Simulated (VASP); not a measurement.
Input of a VASP 6.6.1 run:

Contents of INCAR:

```
PREC     = Accurate       # precision mode
ENCUT    = 520            # plane-wave cutoff, eV
EDIFF    = 1E-6           # SCF threshold, eV
ISMEAR   = 0              # smearing method
SIGMA    = 0.05           # smearing width, eV
LREAL    = False          # projectors in reciprocal space
LASPH    = True           # aspherical terms in the spheres
NELM     = 80             # most SCF steps
ALGO     = Normal         # electronic algorithm
ISIF     = 2              # what is computed and relaxed
LWAVE    = False          # write WAVECAR
LCHARG   = True           # write CHGCAR
GGA      = PE             # functional
LELF     = True           # ELF
LVHAR    = True         
NBANDS   = 15             # bands
```

Contents of KPOINTS:

```
regular mesh
0
Gamma
  6 6 4
```

File POSCAR:

```
MgI2
1.0
    4.1537001214      0.0000000000      0.0388370961
   -2.0768500607      3.5972098248     -0.0194185481
    0.0641597000      0.0000000000      6.8620000000
Mg I
1 2
Direct
    0.0000000000      0.0000000000      0.0000000000
    0.3333333333      0.6666666667      0.7576300000
    0.6666666667      0.3333333333      0.2423700000
```

Potentials or basis: VASP PAW PBE potentials, release 64 (Mg, I).

Run with:

```console
$ cat potpaw_PBE.64/Mg/POTCAR potpaw_PBE.64/I/POTCAR > POTCAR
$ mpirun -np 1 vasp_std > vasp.out
```

Problem. Predict the pressure.

Solution. 1.2 GPa.

Problem. Estimate the largest force.

Solution. 0.062 eV/Å.

Problem. Estimate the band gap on the k mesh.

Solution. 3.50 eV, indirect (least direct gap 3.68 eV).

Stress tensor (GPa, compression positive):
```
 1.14 -0.04 -0.32
-0.04  1.13  0.00
-0.32  0.00  1.40
```

Caveat: the cell differs from its parent crystal (strain +0.0187 x Voigt [0, 0, 0, 0, 1, 0]); spin-orbit coupling is left out, which moves the levels of the heavy elements. A k mesh can miss the band edges.
